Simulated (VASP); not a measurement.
# Ta2Ag: single point with PBE

Crystal: Ta2Ag.

```
CELL_PARAMETERS angstrom
0.00000 2.92206 2.92206
2.92206 0.00000 2.92206
2.92206 2.92206 0.00000
ATOMIC_POSITIONS crystal
Ta 0.25000 0.25000 0.25000
Ta 0.50000 0.50000 0.50000
Ag 0.00000 0.00000 0.00000
```

```json
{"Program": "VASP 6.6.1", "Task": "single point", "Functional": "PBE", "Potentials or basis": "VASP PAW PBE potentials, release 64 (Ta_pv, Ag)", "Cutoff": "520 eV", "k mesh": "6 × 6 × 6", "Occupations": "gaussian, width 0.1 eV", "Spin": "no spin polarisation", "Dipole correction": "no", "Further INCAR settings": "ALGO = Fast; EDIFF = 1e-07; NBANDS = 24"}
```

```
Pressure : 55.7 GPa
```

Levels at points of the mesh, in eV from the Fermi level:
```
           k point  band 13  band 14  band 15  band 16  band 17  band 18  band 19  band 20
(0.00, 0.00, 0.00)    -1.24    -1.24    -1.24    -0.07    -0.07     2.00     2.00     2.00
(0.50, 0.00, 0.00)    -3.69    -2.26    -2.26    -0.76    -0.76    -0.34     3.51     3.51
(0.50, 0.50, 0.00)    -3.13    -0.73    -0.69    -0.69     0.01     0.98     2.37     2.68
```

It took 62 s on 1 thread of AMD EPYC 7R13, on a shared host, peak memory 0.15 GiB.

Caveat: spin-orbit coupling is left out, which moves the levels of the heavy elements.
